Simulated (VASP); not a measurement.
# TiC (Fm-3m) in VASP: further runs, part 2 of 2

VASP 6.6.1.

**4. Single point, RPBE**

This run uses another cell than the first one, of 10.16 Å³/atom.

POSCAR reads:

```
TiC
1.0
    0.0000000000      2.1657188437      2.1657188437
    2.1657188437      0.0000000000      2.1657188437
    2.1657188437      2.1657188437      0.0000000000
Ti C
1 1
Direct
    0.0000000000      0.0000000000      0.0000000000
    0.5000000000      0.5000000000      0.5000000000
```

INCAR.step1 reads:

```
PREC = Accurate
ENCUT = 520
EDIFF = 1E-6
ISMEAR = 1
SIGMA = 0.05
LREAL = False
LASPH = True
NELM = 80
ALGO = Normal
ISIF = 2
LWAVE = False
LCHARG = True
LMAXMIX = 4
GGA = RP
NBANDS = 15
ISYM = 0
```

KPOINTS.step1 reads:

```
regular mesh
0
Gamma
  11 11 11
```

INCAR.step2 reads:

```
PREC = Accurate
ENCUT = 520
EDIFF = 1E-6
ISMEAR = -5
SIGMA = 0.05
LREAL = False
LASPH = True
NELM = 80
ALGO = Normal
ISIF = 2
LWAVE = False
LCHARG = False
LMAXMIX = 4
GGA = RP
LORBIT = 11
NBANDS = 15
NEDOS = 2001
ICHARG = 11
ISYM = 0
```

KPOINTS.step2 reads:

```
regular mesh
0
Gamma
  17 17 17
```

Potentials or basis: VASP PAW PBE potentials, release 64 (Ti_sv, C).

On the command line:

```
$ cat potpaw_PBE.64/Ti_sv/POTCAR potpaw_PBE.64/C/POTCAR > POTCAR
$ cp INCAR.step1 INCAR
$ cp KPOINTS.step1 KPOINTS
$ mpirun -np 1 vasp_std > vasp.out
$ cp INCAR.step2 INCAR
$ cp KPOINTS.step2 KPOINTS
$ mpirun -np 1 vasp_std > vasp.out
```

OUTCAR:

```text
PREC = Accurate
   ENCUT = 520
   EDIFF = 1E-6
   ISMEAR = -5
   LREAL = False
   LASPH = True
   NELM = 80
   ISIF = 2
   GGA = RP
   LORBIT = 11
   ICHARG = 11
   ISYM = 0

 ion  position               nearest neighbor table
   1  0.000  0.000  0.000-   2 2.17   2 2.17   2 2.17   2 2.17   2 2.17   2 2.17
   2  0.500  0.500  0.500-   1 2.17   1 2.17   1 2.17   1 2.17   1 2.17   1 2.17

IMPORTANT INFORMATION: All symmetrisations will be switched off!
NOSYMM: (Re-)initialisation of all symmetry stuff for point group C_1.

----------------------------------------------------------------------------------------

                                     Primitive cell

  volume of cell :      20.3159

  direct lattice vectors                    reciprocal lattice vectors
     0.000000000  2.165718844  2.165718844    -0.230870227  0.230870227  0.230870227
     2.165718844  0.000000000  2.165718844     0.230870227 -0.230870227  0.230870227
     2.165718844  2.165718844  0.000000000     0.230870227  0.230870227 -0.230870227

[... 556 lines left out ...]
      2     -23.5557      2.00000
      3     -23.1968      2.00000
      4     -23.1968      2.00000
      5      -0.5604      2.00000
      6       5.0917      2.00000
      7       7.0524      2.00000
      8       7.0524      2.00000
      9      11.9639      0.00000
     10      11.9639      0.00000
     11      12.9595      0.00000
     12      16.7753      0.00000
     13      16.7753      0.00000
     14      19.1469      0.00000
     15      25.2155      0.00000

 [... further k-points ...]

------------------------ aborting loop because EDIFF is reached ----------------------------------------

  FORCE on cell =-STRESS in cart. coord.  units (eV):
  Direction    XX          YY          ZZ          XY          YZ          ZX
  --------------------------------------------------------------------------------------
  -------------------------------------------------------------------------------------
  Total        0.6358104      0.6358657      0.6442288      0.0010672     -0.0004075     -0.0004474
  in kB       50.1420411     50.1463966     50.8059378      0.0841655     -0.0321355     -0.0352819
  external PRESSURE =      50.3647918 kB  Pullay stress =       0.0000000 kB

 VOLUME and BASIS-vectors are now :
 -----------------------------------------------------------------------------
  energy-cutoff  :      520.00
  volume of cell :       20.32
      direct lattice vectors                 reciprocal lattice vectors
     0.000000000  2.165718844  2.165718844    -0.230870227  0.230870227  0.230870227
     2.165718844  0.000000000  2.165718844     0.230870227 -0.230870227  0.230870227
     2.165718844  2.165718844  0.000000000     0.230870227  0.230870227 -0.230870227

 POSITION                                       TOTAL-FORCE (eV/Angst)
 -----------------------------------------------------------------------------------
      0.00000      0.00000      0.00000        -0.000003      0.000002      0.000003
      2.16572      2.16572      2.16572         0.000003     -0.000002     -0.000003
 -----------------------------------------------------------------------------------
    total drift:                               -0.000008      0.000004      0.000003

  FREE ENERGIE OF THE ION-ELECTRON SYSTEM (eV)
  ---------------------------------------------------
  free  energy   TOTEN  =       -17.7981867222 eV

  energy  without entropy=      -17.7981867222  energy(sigma->0) =      -17.79818672

 total charge

# of ion       s       p       d       tot
------------------------------------------
    1        2.197   6.245   1.942  10.385
    2        0.904   1.503   0.000   2.407
--------------------------------------------------
tot          3.102   7.748   1.942  12.792
```

OUTCAR.step1:

```text
PREC = Accurate
   ENCUT = 520
   EDIFF = 1E-6
   ISMEAR = 1
   LREAL = False
[... 617 lines left out ...]
      0.00000      0.00000      0.00000        -0.000000      0.000000      0.000000
      2.16572      2.16572      2.16572         0.000000     -0.000000     -0.000000
 -----------------------------------------------------------------------------------
    total drift:                                0.000000      0.000001      0.000000

  FREE ENERGIE OF THE ION-ELECTRON SYSTEM (eV)
  ---------------------------------------------------
  free  energy   TOTEN  =       -17.7978634907 eV

  energy  without entropy=      -17.7977600158  energy(sigma->0) =      -17.79782900
```

OSZICAR.step1:

```text
N       E                     dE             d eps       ncg     rms          rms(c)
DAV:   1     0.119790187199E+03    0.11979E+03   -0.79997E+03 20071   0.127E+03
DAV:   2    -0.156843119963E+02   -0.13547E+03   -0.12700E+03 21366   0.336E+02
DAV:   3    -0.230821466412E+02   -0.73978E+01   -0.72839E+01 26406   0.775E+01
DAV:   4    -0.233072979088E+02   -0.22515E+00   -0.22496E+00 24915   0.124E+01
DAV:   5    -0.233127968788E+02   -0.54990E-02   -0.54983E-02 26632   0.170E+00    0.186E+01
DAV:   6    -0.183579495162E+02    0.49548E+01   -0.11455E+01 28581   0.558E+01    0.680E+00
DAV:   7    -0.178250504088E+02    0.53290E+00   -0.20399E+00 23406   0.202E+01    0.489E+00
DAV:   8    -0.178015966632E+02    0.23454E-01   -0.10454E-01 22577   0.363E+00    0.318E+00
DAV:   9    -0.178007819381E+02    0.81473E-03   -0.86164E-02 26419   0.403E+00    0.731E-01
DAV:  10    -0.177996372866E+02    0.11447E-02   -0.10964E-02 26961   0.134E+00    0.611E-01
DAV:  11    -0.177979548776E+02    0.16824E-02   -0.24652E-03 23760   0.733E-01    0.159E-01
DAV:  12    -0.177978671723E+02    0.87705E-04   -0.24817E-04 25733   0.177E-01    0.309E-02
DAV:  13    -0.177978635779E+02    0.35944E-05   -0.31907E-05 22510   0.491E-02    0.672E-03
DAV:  14    -0.177978634907E+02    0.87205E-07   -0.55756E-07 17080   0.104E-02
   1 F= -.17797863E+02 E0= -.17797829E+02  d E =-.103475E-03
```

Wall time 12 min (1 thread of Intel Xeon 8259CL, shared host); peak memory 0.82 GiB.

Results:

* Valence electrons inside the program's atomic spheres: Ti 10.38; C 2.41

Caveat: the PAW data sets were made with another functional, which shifts forces and pressure a little; tetrahedron occupations give inexact forces and stress in metals.
